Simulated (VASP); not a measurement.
# Ta4N3 (I4/mmm) in VASP: single point with r2SCAN

Aim: the single point of Ta4N3 with r2SCAN.

All numbers are computed with VASP 6.6.1; they aren't measurements. Logs are shortened: lines on timing, memory, paths and dates and some standing lists are left out, and cuts for length are marked.

## (1) The cell of the first run

The structure is tetragonal, space group I4/mmm (No. 139). The conventional cell has a = 4.406 Å, b = 4.406 Å, c = 8.621 Å, α = 90.00°, β = 90.00°, γ = 90.00°. Ta (site symmetry mmm) has 4 N at 2.16 to 2.20 Å and 12 Ta at 3.00 to 3.17 Å within 3.2 Å. Within 3.2 Å of Ta (site symmetry 4mm) lie 5 N at 2.21 to 2.27 Å and 12 Ta at 3.00 to 3.17 Å. N (site symmetry -4m2) has 6 Ta at 2.16 to 2.21 Å within 2.9 Å. N (site symmetry 4/mmm) has 6 Ta at 2.20 to 2.27 Å within 2.9 Å.

## (2) Single point, r2SCAN

POSCAR reads:

```
Ta4N3
1.0
   -2.2031960000      2.2031960000      4.3106130000
    2.2031960000     -2.2031960000      4.3106130000
    2.2031960000      2.2031960000     -4.3106130000
Ta N
4 3
Direct
    0.0000000000      0.5000000000      0.5000000000
    0.2638200000      0.2638200000      0.0000000000
    0.5000000000      0.0000000000      0.5000000000
    0.7361800000      0.7361800000      0.0000000000
    0.7500000000      0.2500000000      0.5000000000
    0.0000000000      0.0000000000      0.0000000000
    0.2500000000      0.7500000000      0.5000000000
```

INCAR.step1 reads:

```
SYSTEM = Ta4N3
ALGO = Normal ; EDIFF = 1E-4
ENCUT = 520 ; GGA = PE
ISMEAR = 0 ; LASPH = .TRUE.
LCHARG = .FALSE. ; LREAL = .FALSE.
LWAVE = .TRUE. ; NBANDS = 38
NELM = 80 ; PREC = Accurate
SIGMA = 0.1
```

INCAR.step2 reads:

```
SYSTEM = Ta4N3
ALGO = Normal ; EDIFF = 1E-6
ENCUT = 520 ; ISIF = 2
ISMEAR = 0 ; ISTART = 1
LASPH = .TRUE. ; LCHARG = .TRUE.
LELF = .TRUE. ; LMIXTAU = .TRUE.
LREAL = .FALSE. ; LVHAR = .TRUE.
LWAVE = .FALSE. ; METAGGA = R2SCAN
NBANDS = 38 ; NELM = 80
PREC = Accurate ; SIGMA = 0.1
```

KPOINTS reads:

```
k-points
0
G
  6 6 6
  0 0 0
```

Potentials or basis: VASP PAW PBE potentials, release 64 (Ta_pv, N).

Started as:

```
cat potpaw_PBE.64/Ta_pv/POTCAR potpaw_PBE.64/N/POTCAR > POTCAR
cp INCAR.step1 INCAR
mpirun -np 1 vasp_std > vasp.out
cp INCAR.step2 INCAR
mpirun -np 1 vasp_std > vasp.out
```

OUTCAR:

```text
SYSTEM = Ta4N3
   EDIFF = 1E-6
   ENCUT = 520
   ISIF = 2
   ISMEAR = 0
   ISTART = 1
   LASPH = .TRUE.
   LREAL = .FALSE.
   METAGGA = R2SCAN
   NELM = 80
   PREC = Accurate

 ion  position               nearest neighbor table
   1  0.000  0.500  0.500-   5 2.16   7 2.16   6 2.20   6 2.20   4 3.00   4 3.00   2 3.00   2 3.00
                             3 3.12   3 3.12   3 3.12   3 3.12   2 3.17   4 3.17   2 3.17   4 3.17
   2  0.264  0.264  0.000-   5 2.21   7 2.21   7 2.21   5 2.21   6 2.27   1 3.00   3 3.00   3 3.00
                             1 3.00   4 3.12   4 3.12   4 3.12   4 3.12   3 3.17   3 3.17   1 3.17
   3  0.500  0.000  0.500-   5 2.16   7 2.16   6 2.20   6 2.20   4 3.00   4 3.00   2 3.00   2 3.00
                             1 3.12   1 3.12   1 3.12   1 3.12   4 3.17   4 3.17   2 3.17   2 3.17
   4  0.736  0.736  0.000-   7 2.21   5 2.21   5 2.21   7 2.21   6 2.27   3 3.00   1 3.00   3 3.00
                             1 3.00   2 3.12   2 3.12   2 3.12   2 3.12   3 3.17   1 3.17   1 3.17
   5  0.750  0.250  0.500-   1 2.16   3 2.16   2 2.21   4 2.21   2 2.21   4 2.21
   6  0.000  0.000  0.000-   1 2.20   3 2.20   1 2.20   3 2.20   2 2.27   4 2.27
   7  0.250  0.750  0.500-   1 2.16   3 2.16   2 2.21   4 2.21   2 2.21   4 2.21

  LATTYP: Found a body centered tetragonal cell.
 ALAT       =     4.4063920000
 C/A-ratio  =     1.9565272450

  Lattice vectors:

 A1 = (  -2.2031960000,   2.2031960000,   4.3106130000)
 A2 = (   2.2031960000,  -2.2031960000,   4.3106130000)
 A3 = (   2.2031960000,   2.2031960000,  -4.3106130000)

Analysis of symmetry for initial positions (statically):
=====================================================================
 Subroutine PRICEL returns:
 Original cell was already a primitive cell.

 Routine SETGRP: Setting up the symmetry group for a
 body centered tetragonal supercell.

 Subroutine GETGRP returns: Found 16 space group operations
 (whereof 16 operations were pure point group operations)
 out of a pool of 16 trial point group operations.

The static configuration has the point symmetry D_4h.

Analysis of symmetry for dynamics (positions and initial velocities):
=====================================================================
 Subroutine PRICEL returns:
 Original cell was already a primitive cell.

 Routine SETGRP: Setting up the symmetry group for a
 body centered tetragonal supercell.

 Subroutine GETGRP returns: Found 16 space group operations
 (whereof 16 operations were pure point group operations)
 out of a pool of 16 trial point group operations.

[... 116 lines left out ...]
   ISIF   =      2    stress and relaxation
   ISYM   =      2    0-nonsym 1-usesym 2-fastsym
   POTIM  = 0.5000    time-step for ionic-motion
   TEBEG  =    0.0;   TEEND  =   0.0 temperature during run
   PSTRESS=    0.0 pullay stress
   NELECT =      59.0000    total number of electrons
   NUPDOWN=      -1.0000    fix difference up-down
   EMIN   =  10.00;   EMAX   =-10.00  energy-range for DOS
   EFERMI =   0.00;   METHOD = LEGACY
   ISMEAR =     0;   SIGMA  =   0.10  broadening in eV -4-tet -1-fermi 0-gaus
   EFERMI_NEDOS =   21; number of points for ismear=-14 and -15
   IALGO  =     38    algorithm
   IMIX   =      4    mixing-type and parameters
     AMIX     =   0.40;   BMIX     =  1.00
     AMIX_MAG =   1.60;   BMIX_MAG =  1.00
  volume/ion in A,a.u.               =      11.96        80.69
  Fermi-wavevector in a.u.,A,eV,Ry     =   1.456992  2.753315 28.882784  2.122825
  Thomas-Fermi vector in A             =   2.573845
   LORBIT       =      0    0 simple, 1 ext, 2 COOP (PROOUT), +10 PAW based schemes
   METAGGA = R2SCAN    functional components
   LHFCALC =     F    Hartree Fock is set to
   AEXX    =    0.0000 exact exchange contribution
   IVDW    =     0    specifies the selected vdW correction
   LEPSILON=     F    determine dielectric tensor
   LRPA    =     F    only Hartree local field effects (RPA)
 non-spin polarized calculation
 Gauss-broadening in eV      SIGMA  =   0.10
  energy-cutoff  :      520.00
  volume of cell :       83.70
 maximum number of plane-waves:      2280
   NGX = 19   NGY = 19   NGZ = 19

 number of electron      59.0000002 magnetization

 Free energy of the ion-electron system (eV)
  ---------------------------------------------------
  ext. energy  EPLUGINS =         0.00000000
  ---------------------------------------------------
  free energy    TOTEN  =      -229.15071205 eV

  energy without entropy =     -229.14226273  energy(sigma->0) =     -229.14648739

 E-fermi :   8.1413     XC(G=0): -14.1731

 val. band max:        8.1003170869   @ k =  -0.3333   0.3333   0.0000
 cond. band min:       8.1490607345   @ k =   0.5000  -0.0000   0.0000
 fundamental gap:      0.0487436476
 Fermi energy:         8.1413413354

 k-point     1 :       0.0000    0.0000    0.0000
  band No.  band energies     occupation
      1     -28.9893      2.00000
      2     -28.9893      2.00000
      3     -28.8979      2.00000
      4     -28.6768      2.00000
      5     -28.6768      2.00000
      6     -28.5289      2.00000
[... 973 lines left out ...]
     37      11.8118      0.00000
     38      11.8121      0.00000

 [... further k-points ...]

------------------------ aborting loop because EDIFF is reached ----------------------------------------

  FORCE on cell =-STRESS in cart. coord.  units (eV):
  Direction    XX          YY          ZZ          XY          YZ          ZX
  --------------------------------------------------------------------------------------
  -------------------------------------------------------------------------------------
  Total       -2.2358263     -2.2358263     -1.8405930      0.0000000      0.0000000      0.0000000
  in kB      -42.7999594    -42.7999594    -35.2340902      0.0000000      0.0000000      0.0000000
  external PRESSURE =     -40.2780030 kB  Pullay stress =       0.0000000 kB

 VOLUME and BASIS-vectors are now :
 -----------------------------------------------------------------------------
  energy-cutoff  :      520.00
  volume of cell :       83.70
      direct lattice vectors                 reciprocal lattice vectors
    -2.203196000  2.203196000  4.310613000     0.000000000  0.226943041  0.115992783
     2.203196000 -2.203196000  4.310613000     0.226943041  0.000000000  0.115992783
     2.203196000  2.203196000 -4.310613000     0.226943041  0.226943041  0.000000000

 POSITION                                       TOTAL-FORCE (eV/Angst)
 -----------------------------------------------------------------------------------
      2.20320      0.00000      0.00000        -0.000000     -0.000000      0.000000
      0.00000      0.00000      2.27445         0.000000      0.000000      0.359478
      0.00000      2.20320      0.00000        -0.000000     -0.000000      0.000000
      0.00000      0.00000      6.34677        -0.000000     -0.000000     -0.359478
      0.00000      2.20320      2.15531        -0.000000     -0.000000      0.000000
      0.00000      0.00000      0.00000        -0.000000     -0.000000      0.000000
      2.20320      0.00000      2.15531        -0.000000     -0.000000      0.000000
 -----------------------------------------------------------------------------------
    total drift:                               -0.000000     -0.000000      0.000000

  FREE ENERGIE OF THE ION-ELECTRON SYSTEM (eV)
  ---------------------------------------------------
  free  energy   TOTEN  =      -229.1507120450 eV

  energy  without entropy=     -229.1422627252  energy(sigma->0) =     -229.14648739
```

Run time: 19 min. Hardware: 1 thread of AMD EPYC, shared host; peak memory 0.26 GiB.

Results:

```yaml
Free_energy: -229.1507 eV
Pressure: -4.0 GPa
Largest_force: 0.359 eV/Å
Band_gap_on_the_k_mesh: zero (an odd number of electrons rules out a gap without spin polarisation)
```

Forces on the atoms (eV/Å):
```
Ta   0.000  0.000  0.000
Ta   0.000  0.000  0.359
Ta   0.000  0.000  0.000
Ta   0.000  0.000 -0.359
N    0.000  0.000  0.000
N    0.000  0.000  0.000
N    0.000  0.000  0.000
```

Stress tensor (GPa, compression positive):
```
-4.28  0.00  0.00
 0.00 -4.28  0.00
 0.00  0.00 -3.52
```

Levels at points of the mesh, in eV from the Fermi level:
```tsv
k point	band 27	band 28	band 29	band 30	band 31	band 32
(0.00, 0.00, 0.00)	-1.26	-1.26	-0.84	-0.73	-0.73	0.97
(0.50, 0.00, 0.00)	-1.72	-1.42	-0.57	0.01	0.64	1.06
(0.50, 0.50, 0.00)	-1.92	-1.75	1.22	1.32	1.39	2.24
(0.50, 0.50, 0.50)	-4.21	-3.56	-2.81	0.68	0.68	1.63
```

Caveat: the cell stands under tension; the PAW data sets were made with another functional, which shifts forces and pressure a little; spin-orbit coupling is left out, which moves the levels of the heavy elements.
